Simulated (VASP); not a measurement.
# As (R-3m) in VASP: notebook

The runs below take As through single point, with LDA.

Program: VASP 6.6.1. These are calculated values, not measurements. Logs are shortened: lines on timing, memory, paths and dates and some standing lists are left out, and cuts for length are marked.

**1. The cell of the first run**

Symmetry: R-3m, No. 166, trigonal system. Conventional cell: a = 3.760 Å, b = 3.760 Å, c = 9.983 Å, α = 90.00°, β = 90.00°, γ = 120.00°. Within 3.3 Å of As (site symmetry 3m) lie 6 As at 2.52 to 2.99 Å.

**2. Single point, LDA**

INCAR

```
PREC     = Accurate       # precision mode
ENCUT    = 500            # plane-wave cutoff, eV
EDIFF    = 1E-6           # SCF threshold, eV
ISMEAR   = -1             # smearing method
SIGMA    = 0.1            # smearing width, eV
LREAL    = False          # projectors in reciprocal space
LASPH    = True           # aspherical terms in the spheres
NELM     = 120            # most SCF steps
ALGO     = Normal         # electronic algorithm
ISIF     = 2              # what is computed and relaxed
LWAVE    = False          # write WAVECAR
LCHARG   = False          # write CHGCAR
GGA      = CA             # functional
NBANDS   = 12             # bands
GGA_COMPAT= False
```

KPOINTS

```
Automatic mesh
0
Gamma
  4 4 4
```

POSCAR

```
As
1.0
    1.8799878575      1.0854114956      3.3276505507
   -1.8799878575      1.0854114956      3.3276505507
    0.0000000000     -2.1708229912      3.3276505507
As
2
Direct
    0.7695128170      0.7695128170      0.7695128170
    0.2304871830      0.2304871830      0.2304871830
```

Potentials or basis: VASP PAW LDA potentials, release 64 (As).

The run is started by

```console
> cat potpaw_LDA.64/As/POTCAR > POTCAR
> mpirun -np 1 vasp_std > vasp.out
```

OUTCAR:

```text
PREC = Accurate
   ENCUT = 500
   EDIFF = 1E-6
   ISMEAR = -1
   LREAL = False
   LASPH = True
   NELM = 120
   ISIF = 2
   GGA = CA

 ion  position               nearest neighbor table
   1  0.770  0.770  0.770-   2 2.52   2 2.52   2 2.52
   2  0.230  0.230  0.230-   1 2.52   1 2.52   1 2.52

  LATTYP: Found a trigonal (rhomboedric) cell.
 ALAT       =     3.9731260547
 COS(alpha) =     0.5522089635

  Lattice vectors:

 A1 = (   1.8799878575,   1.0854114956,   3.3276505507)
 A2 = (  -1.8799878575,   1.0854114956,   3.3276505507)
 A3 = (   0.0000000000,  -2.1708229912,   3.3276505507)

Analysis of symmetry for initial positions (statically):
=====================================================================
 Subroutine PRICEL returns:
 Original cell was already a primitive cell.

 Routine SETGRP: Setting up the symmetry group for a
 trigonal (rhombohedral) supercell.

 Subroutine GETGRP returns: Found 12 space group operations
 (whereof 12 operations were pure point group operations)
 out of a pool of 12 trial point group operations.

The static configuration has the point symmetry D_3d.

Analysis of symmetry for dynamics (positions and initial velocities):
=====================================================================
 Subroutine PRICEL returns:
 Original cell was already a primitive cell.

 Routine SETGRP: Setting up the symmetry group for a
 trigonal (rhombohedral) supercell.

 Subroutine GETGRP returns: Found 12 space group operations
 (whereof 12 operations were pure point group operations)
 out of a pool of 12 trial point group operations.

The dynamic configuration has the point symmetry D_3d.

 Subroutine INISYM returns: Found 12 space group operations
 (whereof 12 operations are pure point group operations),
 and found     1 'primitive' translations

----------------------------------------------------------------------------------------

                                     Primitive cell

  volume of cell :      40.7416

  direct lattice vectors                    reciprocal lattice vectors
     1.879987857  1.085411496  3.327650551     0.265959165  0.153551595  0.100170775
    -1.879987857  1.085411496  3.327650551    -0.265959165  0.153551595  0.100170775
     0.000000000 -2.170822991  3.327650551     0.000000000 -0.307103191  0.100170775

[... 76 lines left out ...]
   NFREE  =      0    steps in history (QN), initial steepest desc. (CG)
   ISIF   =      2    stress and relaxation
   ISYM   =      2    0-nonsym 1-usesym 2-fastsym
   POTIM  = 0.5000    time-step for ionic-motion
   TEBEG  =    0.0;   TEEND  =   0.0 temperature during run
   PSTRESS=    0.0 pullay stress
   NELECT =      10.0000    total number of electrons
   NUPDOWN=      -1.0000    fix difference up-down
   EMIN   =  10.00;   EMAX   =-10.00  energy-range for DOS
   EFERMI =   0.00;   METHOD = LEGACY
   ISMEAR =    -1;   SIGMA  =   0.10  broadening in eV -4-tet -1-fermi 0-gaus
   EFERMI_NEDOS =   21; number of points for ismear=-14 and -15
   IALGO  =     38    algorithm
   IMIX   =      4    mixing-type and parameters
     AMIX     =   0.40;   BMIX     =  1.00
     AMIX_MAG =   1.60;   BMIX_MAG =  1.00
  volume/ion in A,a.u.               =      20.37       137.47
  Fermi-wavevector in a.u.,A,eV,Ry     =   1.025011  1.936991 14.294939  1.050648
  Thomas-Fermi vector in A             =   2.158829
   LORBIT       =      0    0 simple, 1 ext, 2 COOP (PROOUT), +10 PAW based schemes
   GGA     = CA    functional components
   LHFCALC =     F    Hartree Fock is set to
   AEXX    =    0.0000 exact exchange contribution
   IVDW    =     0    specifies the selected vdW correction
   LEPSILON=     F    determine dielectric tensor
   LRPA    =     F    only Hartree local field effects (RPA)
 non-spin polarized calculation
  energy-cutoff  :      500.00
  volume of cell :       40.74
 maximum number of plane-waves:      1060
 NGX is ok and might be reduce to    30
   NGX = 15   NGY = 15   NGZ = 15

 number of electron      10.0000001 magnetization

 Free energy of the ion-electron system (eV)
  ---------------------------------------------------
  ext. energy  EPLUGINS =         0.00000000
  ---------------------------------------------------
  free energy    TOTEN  =       -10.86896667 eV

  energy without entropy =      -10.85468544  energy(sigma->0) =      -10.86182606

 E-fermi :   5.7040     XC(G=0): -10.4195

 val. band max:        5.6984880718   @ k =   0.5000  -0.0000   0.0000
 cond. band min:       5.7043168202   @ k =   0.5000  -0.0000   0.0000
 fundamental gap:      0.0058287484
 Fermi energy:         5.7040158394

 k-point     1 :       0.0000    0.0000    0.0000
  band No.  band energies     occupation
      1      -9.3205      2.00000
      2       0.5084      2.00000
      3       3.5972      2.00000
      4       3.9002      2.00000
      5       3.9002      2.00000
      6       8.2011      0.00000
      7       9.1953      0.00000
      8       9.1953      0.00000
      9      12.4664      0.00000
     10      12.4664      0.00000
     11      12.8675      0.00000
     12      14.5878      0.00000
[... 166 lines left out ...]
 k-point    13 :       0.5000    0.5000    0.5000
  band No.  band energies     occupation
      1      -7.5337      2.00000
      2      -4.5455      2.00000
      3       4.2800      2.00000
      4       4.2800      2.00000
      5       5.3879      1.91871
      6       6.3139      0.00448
      7       6.3139      0.00448
      8       7.5445      0.00000
      9      14.5616      0.00000
     10      16.9217      0.00000
     11      16.9217      0.00000
     12      17.7682      0.00000

------------------------ aborting loop because EDIFF is reached ----------------------------------------

  FORCE on cell =-STRESS in cart. coord.  units (eV):
  Direction    XX          YY          ZZ          XY          YZ          ZX
  --------------------------------------------------------------------------------------
  -------------------------------------------------------------------------------------
  Total        0.3540770      0.3540770     -0.2749575      0.0000000      0.0000000      0.0000000
  in kB       13.9241898     13.9241898    -10.8127900      0.0000000      0.0000000      0.0000000
  external PRESSURE =       5.6785299 kB  Pullay stress =       0.0000000 kB

 VOLUME and BASIS-vectors are now :
 -----------------------------------------------------------------------------
  energy-cutoff  :      500.00
  volume of cell :       40.74
      direct lattice vectors                 reciprocal lattice vectors
     1.879987857  1.085411496  3.327650551     0.265959165  0.153551595  0.100170775
    -1.879987857  1.085411496  3.327650551    -0.265959165  0.153551595  0.100170775
     0.000000000 -2.170822991  3.327650551     0.000000000 -0.307103191  0.100170775

 POSITION                                       TOTAL-FORCE (eV/Angst)
 -----------------------------------------------------------------------------------
      0.00000      0.00000      7.68201         0.000000      0.000000      0.344973
      0.00000      0.00000      2.30094         0.000000     -0.000000     -0.344973
 -----------------------------------------------------------------------------------
    total drift:                               -0.000000      0.000000      0.000000

  FREE ENERGIE OF THE ION-ELECTRON SYSTEM (eV)
  ---------------------------------------------------
  free  energy   TOTEN  =       -10.8689666714 eV

  energy  without entropy=      -10.8546854409  energy(sigma->0) =      -10.86182606
```

OSZICAR:

```text
N       E                     dE             d eps       ncg     rms          rms(c)
DAV:   1     0.247482570095E+02    0.24748E+02   -0.39420E+03   312   0.667E+02
DAV:   2    -0.953951348206E+01   -0.34288E+02   -0.32861E+02   464   0.109E+02
DAV:   3    -0.109030167417E+02   -0.13635E+01   -0.13574E+01   392   0.214E+01
DAV:   4    -0.109094440070E+02   -0.64273E-02   -0.64267E-02   360   0.172E+00
DAV:   5    -0.109094606555E+02   -0.16648E-04   -0.16648E-04   392   0.914E-02    0.371E+00
DAV:   6    -0.108827593428E+02    0.26701E-01   -0.69220E-03   336   0.471E-01    0.219E+00
DAV:   7    -0.108689756461E+02    0.13784E-01   -0.13516E-02   356   0.681E-01    0.668E-02
DAV:   8    -0.108689648791E+02    0.10767E-04   -0.59615E-04   364   0.154E-01    0.184E-02
DAV:   9    -0.108689661722E+02   -0.12931E-05   -0.18791E-05   372   0.290E-02    0.137E-02
DAV:  10    -0.108689666714E+02   -0.49928E-06   -0.19982E-06   292   0.773E-03
   1 F= -.10868967E+02 E0= -.10861826E+02  d E =-.142812E-01
```

Wall time 9.6 s (1 thread of Intel Xeon Platinum 8375C at 2.90GHz (Ice Lake), shared host); peak memory 0.14 GiB.

Results:

```
Free energy            : -10.8690 eV
Pressure               : 0.6 GPa
Largest force          : 0.345 eV/Å
Band gap on the k mesh : 0.01 eV, direct
```

Forces in eV/Å, atoms in the order of the input:
```
As   0.000  0.000  0.345
As   0.000  0.000 -0.345
```

Stress tensor (GPa, compression positive):
```
 1.39  0.00  0.00
 0.00  1.39  0.00
 0.00  0.00 -1.08
```

Caveat: the k points lie up to 0.51 Å⁻¹ apart. A k mesh can miss the band edges.

**3. Single point, LDA**

INCAR

```
PREC = Accurate ; ENCUT = 500
EDIFF = 1E-6 ; ISMEAR = -1
SIGMA = 0.1 ; LREAL = F
LASPH = T ; NELM = 120
ALGO = Normal ; ISIF = 2
LWAVE = F ; LCHARG = F
GGA = CA ; NBANDS = 12
GGA_COMPAT = F
```

KPOINTS

```
Automatic mesh
0
Gamma
  5 5 5
```

POSCAR is that of step 2.

Potentials or basis: VASP PAW LDA potentials, release 64 (As).

The run is started by

```console
> cat potpaw_LDA.64/As/POTCAR > POTCAR
> mpirun -np 1 vasp_std > vasp.out
```

OUTCAR:

```text
PREC = Accurate
   ENCUT = 500
   EDIFF = 1E-6
   ISMEAR = -1
   LREAL = F
   LASPH = T
   NELM = 120
   ISIF = 2
   GGA = CA

 ion  position               nearest neighbor table
   1  0.770  0.770  0.770-   2 2.52   2 2.52   2 2.52
   2  0.230  0.230  0.230-   1 2.52   1 2.52   1 2.52

  LATTYP: Found a trigonal (rhomboedric) cell.
 ALAT       =     3.9731260547
 COS(alpha) =     0.5522089635

  Lattice vectors:

 A1 = (   1.8799878575,   1.0854114956,   3.3276505507)
 A2 = (  -1.8799878575,   1.0854114956,   3.3276505507)
 A3 = (   0.0000000000,  -2.1708229912,   3.3276505507)

Analysis of symmetry for initial positions (statically):
=====================================================================
 Subroutine PRICEL returns:
 Original cell was already a primitive cell.

 Routine SETGRP: Setting up the symmetry group for a
 trigonal (rhombohedral) supercell.

 Subroutine GETGRP returns: Found 12 space group operations
 (whereof 12 operations were pure point group operations)
 out of a pool of 12 trial point group operations.

[... 165 lines left out ...]
      1      -9.3272      2.00000
      2       0.5108      2.00000
      3       3.6007      2.00000
      4       3.8925      2.00000
      5       3.8925      2.00000
      6       8.1802      0.00000
      7       9.1886      0.00000
      8       9.1886      0.00000
      9      12.4702      0.00000
     10      12.4702      0.00000
     11      12.8835      0.00000
     12      14.5927      0.00000
[... 256 lines left out ...]
 k-point    19 :      -0.4000    0.4000    0.4000
  band No.  band energies     occupation
      1      -7.1499      2.00000
      2      -4.2499      2.00000
      3       0.9661      2.00000
      4       3.2155      2.00000
      5       4.4350      2.00000
      6       7.7914      0.00000
      7       8.1835      0.00000
      8      10.6966      0.00000
      9      13.3157      0.00000
     10      15.1240      0.00000
     11      15.5258      0.00000
     12      18.6780      0.00000

------------------------ aborting loop because EDIFF is reached ----------------------------------------

  FORCE on cell =-STRESS in cart. coord.  units (eV):
  Direction    XX          YY          ZZ          XY          YZ          ZX
  --------------------------------------------------------------------------------------
  -------------------------------------------------------------------------------------
  Total        0.1913750      0.1913750     -0.1406173      0.0000000     -0.0000000      0.0000000
  in kB        7.5258813      7.5258813     -5.5298192      0.0000000     -0.0000000      0.0000000
  external PRESSURE =       3.1739811 kB  Pullay stress =       0.0000000 kB

 VOLUME and BASIS-vectors are now :
 -----------------------------------------------------------------------------
  energy-cutoff  :      500.00
  volume of cell :       40.74
      direct lattice vectors                 reciprocal lattice vectors
     1.879987857  1.085411496  3.327650551     0.265959165  0.153551595  0.100170775
    -1.879987857  1.085411496  3.327650551    -0.265959165  0.153551595  0.100170775
     0.000000000 -2.170822991  3.327650551     0.000000000 -0.307103191  0.100170775

 POSITION                                       TOTAL-FORCE (eV/Angst)
 -----------------------------------------------------------------------------------
      0.00000      0.00000      7.68201         0.000000      0.000000      0.149935
      0.00000      0.00000      2.30094         0.000000     -0.000000     -0.149935
 -----------------------------------------------------------------------------------
    total drift:                               -0.000000      0.000000      0.000000

  FREE ENERGIE OF THE ION-ELECTRON SYSTEM (eV)
  ---------------------------------------------------
  free  energy   TOTEN  =       -10.8470571096 eV

  energy  without entropy=      -10.8384687524  energy(sigma->0) =      -10.84276293
```

It took 12 s on 1 thread of Intel Xeon Platinum 8375C at 2.90GHz (Ice Lake), shared host; peak memory 0.14 GiB.

What came out:

```
Free energy            : -10.8471 eV
Pressure               : 0.3 GPa
Largest force          : 0.150 eV/Å
Band gap on the k mesh : 0.41 eV, indirect (least direct gap 0.84 eV)
```

Forces on the atoms (eV/Å):
```
As   0.000  0.000  0.150
As   0.000  0.000 -0.150
```

**4. Single point, LDA**

INCAR

```
SYSTEM = As
PREC = Accurate
ENCUT = 500
EDIFF = 1E-6
ISMEAR = -1
SIGMA = 0.1
LREAL = .FALSE.
LASPH = .TRUE.
NELM = 120
ALGO = Normal
ISIF = 2
LWAVE = .FALSE.
LCHARG = .FALSE.
NBANDS = 12
GGA_COMPAT = .FALSE.
```

KPOINTS

```
regular mesh
0
G
  6 6 6
  0 0 0
```

POSCAR is that of step 3.

The run is started by

```console
> cat potpaw_LDA.64/As/POTCAR > POTCAR
> mpirun -np 1 vasp_std > vasp.out
```

Wall time 19 s (1 thread of Intel Xeon Platinum 8375C at 2.90GHz (Ice Lake), shared host); peak memory 0.15 GiB.

It converged, with:

```
Free energy            : -10.8221 eV
Pressure               : 0.5 GPa
Largest force          : 0.071 eV/Å
Band gap on the k mesh : zero (band 5 reaches 6.10 eV, above the bottom of band 6 at 5.72 eV)
```

Forces on the atoms (eV/Å):
```
As   0.000  0.000  0.071
As   0.000  0.000 -0.071
```

Levels at points of the mesh, in eV from the Fermi level:
| k point | band 2 | band 3 | band 4 | band 5 | band 6 | band 7 | band 8 | band 9 |
| --- | --- | --- | --- | --- | --- | --- | --- | --- |
| (0.00, 0.00, 0.00) | -5.55 | -2.46 | -2.18 | -2.18 | 2.09 | 3.11 | 3.11 | 6.40 |
| (0.50, 0.00, 0.00) | -11.49 | -2.66 | -2.45 | -0.39 | -0.35 | 0.19 | 0.78 | 9.42 |
| (0.50, 0.50, 0.00) | -9.64 | -6.55 | -4.52 | -4.46 | 1.46 | 5.76 | 6.73 | 7.81 |
| (0.50, 0.50, 0.50) | -10.59 | -1.81 | -1.81 | -0.73 | 0.25 | 0.25 | 1.51 | 8.48 |

**5. Overview**

| k mesh | gap on the mesh (eV) | pressure (GPa) | largest force (eV/Å) |
| --- | --- | --- | --- |
| 4 × 4 × 4 | 0.01 | 0.6 | 0.34 |
| 5 × 5 × 5 | 0.41 | 0.3 | 0.15 |
| 6 × 6 × 6 | none | 0.5 | 0.07 |

Alike in all rows: task single point; level LDA; potentials or basis VASP PAW LDA potentials, release 64 (As); no spin polarisation; cell as given; cutoff (eV) 500; smearing fermi-dirac 0.1 eV.

Caveats: some runs use coarse meshes.

Absolute energies hang on the potentials; compare differences alone.
